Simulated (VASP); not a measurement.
The system is Zn.

```
CELL_PARAMETERS angstrom
2.59994 0.00000 0.00000
-1.29997 2.25161 0.00000
0.00000 0.00000 4.21190
ATOMIC_POSITIONS crystal
Zn 0.33333 0.66667 0.25000
Zn 0.66667 0.33333 0.75000
```

* Program: VASP 6.6.1
* Task: relaxation of cell and atoms
* Functional: PBE
* Potentials or basis: VASP PAW PBE potentials, release 64 (Zn)
* Cutoff: 600 eV
* k mesh: 18 × 18 × 10
* Occupations: fermi-dirac, width 0.08 eV
* Spin: no spin polarisation

At the start: pressure 23.5 GPa; volume 12.33 Å³/atom.

Where does the relaxation end?

Over 27 steps the energy falls by 175.1 meV/atom and the volume is 15.34 Å³/atom (+24.4 %); space group P6_3/mmc (No. 194, to 0.1 Å) before and after.

Step by step:
```tsv
step	energy change (eV)	largest force (eV/Å)	pressure (GPa)	volume (Å³)
1	0.0000	0.0000	23.54	24.66
2	-0.2992	0.0000	-3.41	31.70
3	-0.3185	0.0000	0.23	29.88
4	-0.3186	0.0000	-0.06	30.00
5	-0.3190	0.0000	-0.04	29.99
6	-0.3205	0.0000	0.01	29.98
7	-0.3238	0.0000	0.17	29.94
8	-0.3302	0.0000	0.74	29.85
9	-0.3389	0.0000	3.27	29.54
10	-0.3372	0.0000	1.41	29.74
11	-0.3418	0.0000	2.26	29.64
12	-0.3419	0.0000	2.49	29.62
13	-0.3420	0.0000	2.51	29.62
14	-0.3423	0.0000	2.52	29.64
15	-0.3426	0.0000	2.58	29.67
16	-0.3429	0.0000	2.52	29.69
17	-0.3437	0.0000	2.37	29.74
18	-0.3452	0.0000	2.04	29.86
19	-0.3477	0.0000	1.43	30.08
20	-0.3501	0.0000	0.31	30.54
21	-0.3502	0.0000	-0.05	30.69
22	-0.3502	0.0000	0.01	30.67
23	-0.3502	0.0000	-0.01	30.67
24	-0.3503	0.0000	-0.05	30.67
25	-0.3503	0.0000	0.06	30.68
26	-0.3502	0.0000	0.06	30.70
27	-0.3503	0.0000	0.01	30.68
```

Final structure:
```
Zn
1.0
     2.63984    0.00000    0.00000
    -1.31992    2.28617    0.00000
     0.00000    0.00000    5.08414
Zn
2
Direct
  0.33333 0.66667 0.25000
  0.66667 0.33333 0.75000
```

Caveat: the volume moved by over 15 % at a fixed basis, so the end points are rough.
